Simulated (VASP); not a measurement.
The system is C.

```
C
1.0
     0.00000    1.75927    1.75927
     1.75927    0.00000    1.75927
     1.75927    1.75927    0.00000
C
2
Direct
  0.75000 0.75000 0.75000
  0.50000 0.50000 0.50000
```

Base run:

```yaml
Program: VASP 6.6.1
Functional: LDA
Potentials_or_basis: VASP PAW LDA potentials, release 64 (C_h)
Cutoff: 910 eV
k_mesh: 13 × 13 × 13
Occupations: fermi-dirac, width 0.05 eV
Spin: no spin polarisation
```

Its results: band gap on the k mesh 4.21 eV, indirect (least direct gap 5.66 eV); pressure 6.0 GPa.

Task: After a change of settings the same cell gave: band gap on the k mesh 4.21 eV, indirect (least direct gap 5.66 eV); pressure 7.0 GPa. Which change was it?
A. functional from LDA to r2SCAN; potentials or basis from VASP PAW LDA potentials, release 64 (C_h) to VASP PAW PBE potentials, release 64 (C_h)
B. potentials or basis from VASP PAW LDA potentials, release 64 (C_h) to VASP PAW LDA potentials, release 64 (C); cutoff from 910 eV to 520 eV
C. functional from LDA to PBEsol; potentials or basis from VASP PAW LDA potentials, release 64 (C_h) to VASP PAW PBE potentials, release 64 (C_h)
D. functional from LDA to PBEsol; potentials or basis from VASP PAW LDA potentials, release 64 (C_h) to VASP PAW PBE potentials, release 64 (C); cutoff from 910 eV to 520 eV

Result: B.

Caveats: the cutoff is under 1.25 times the usual one of these potentials, so pressure, stress and relaxed cells hold a basis-set (Pulay) error (some runs).
